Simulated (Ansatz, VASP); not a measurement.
One calculation of AlSn, two programs

The input INCAR:

```
SYSTEM = AlSn
PREC     = Accurate       ! precision mode
ENCUT    = 500            ! plane-wave cutoff, eV
EDIFF    = 1E-6           ! SCF threshold, eV
ISMEAR   = 0              ! smearing method
SIGMA    = 0.1            ! smearing width, eV
LREAL    = .FALSE.        ! projectors in reciprocal space
LASPH    = .TRUE.         ! aspherical terms in the spheres
NELM     = 120            ! most SCF steps
ALGO     = Normal         ! electronic algorithm
ISIF     = 2              ! what is computed and relaxed
LWAVE    = .FALSE.        ! write WAVECAR
LCHARG   = .FALSE.        ! write CHGCAR
GGA      = RE             ! functional
NBANDS   = 16             ! bands
GGA_COMPAT= .FALSE.
```

File KPOINTS:

```
regular mesh
0
G
  6 6 4
  0 0 0
```

Contents of POSCAR:

```
AlSn
1.0
    4.1981056157      0.0000000000      0.0000000000
   -2.0990528078      3.6356661109      0.0000000000
    0.0000000000      0.0000000000      3.3068470000
Al Sn
1 1
Direct
    0.0000000000      0.0000000000      0.0000000000
    0.3333333333      0.6666666667      0.5000000000
```

Input for Ansatz:

```yaml
crystal:
  lattice:
    - [4.1981056157, 0.0, 0.0]
    - [-2.0990528078, 3.6356661109, 0.0]
    - [0.0, 0.0, 3.306847]
  atoms:
    - { symbol: Al, position: [0.0, 0.0, 0.0] }
    - { symbol: Sn, position: [0.3333333333, 0.6666666667, 0.5] }
basis:
  ecutwfc: 650
kpoints:
  mp_grid: { grid: [6, 6, 4] }
hamiltonian:
  xc: revpbe
scf:
  occupations: { method: gaussian, width: 0.1 }
output:
  forces: true
  stress: true
  eigenvalues: true
```

Alike in both runs: task single point; functional revPBE; k mesh 6 × 6 × 4; occupations gaussian, width 0.1 eV; no spin polarisation.

|  | VASP | Ansatz |
| --- | --- | --- |
| version | VASP 6.6.1 | Ansatz 0.2.0 |
| potentials or method | VASP PAW PBE potentials, release 64 (Al, Sn_d), cutoff 500 eV | scalar-relativistic, plane waves, PAW |
| valence electrons in the cell | 17 | 17 |

VASP gave:

* gap on the k mesh at the Fermi level (eV): none
* pressure (GPa): 2.0
* traceless stress, the component that is largest in VASP (GPa): 7.14

Estimate Ansatz's values.

gap on the k mesh at the Fermi level (eV): none; pressure (GPa): 2.1; traceless stress, the component that is largest in VASP (GPa): 7.14.

VASP's potentials were made for PBE, not for revPBE. A gap of «none» marks a metal or a gap that the smearing closes.

The k mesh is coarse, so the values compare programs but aren't converged.
